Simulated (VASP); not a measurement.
TiAl3: single point with PBE

Crystal: TiAl3.

```
Ti Al
1.0
    -1.88528    1.88528    4.22281
     1.88528   -1.88528    4.22281
     1.88528    1.88528   -4.22281
Ti Al
1 3
Direct
  0.00000 0.00000 0.00000
  0.25000 0.75000 0.50000
  0.75000 0.25000 0.50000
  0.50000 0.50000 0.00000
```

| Quantity | Value |
| --- | --- |
| Program | VASP 6.6.1 |
| Task | single point |
| Functional | PBE |
| Potentials or basis | VASP PAW PBE potentials, release 64 (Ti_sv, Al) |
| Cutoff | 520 eV |
| k mesh | 10 × 10 × 10 |
| Occupations | fermi-dirac, width 0.05 eV |
| Spin | no spin polarisation |

```yaml
Pressure: 7.1 GPa
```

Stress tensor (GPa, compression positive):
```
7.18 0.00 0.00
0.00 7.18 0.00
0.00 0.00 6.80
```

Levels at points of the mesh, in eV from the Fermi level:
```tsv
k point	band 7	band 8	band 9	band 10	band 11	band 12	band 13	band 14	band 15	band 16
(0.00, 0.00, 0.00)	-2.69	-1.49	-1.27	-1.27	0.87	1.84	1.84	2.25	2.75	4.03
(0.50, 0.00, 0.00)	-3.72	-2.95	-1.09	-0.28	0.53	1.93	2.16	2.86	3.26	4.71
(0.50, 0.50, 0.00)	-4.45	-3.88	-2.75	-2.23	-1.03	1.89	2.08	2.78	2.99	3.41
(0.50, 0.50, 0.50)	-2.07	-0.91	-0.91	-0.25	0.73	0.73	1.00	3.16	5.14	6.34
```

Run time: 80 s on 1 thread of Intel(R) Xeon(R) 6975P-C (Granite Rapids), with other jobs on the host, peak memory 0.29 GiB.
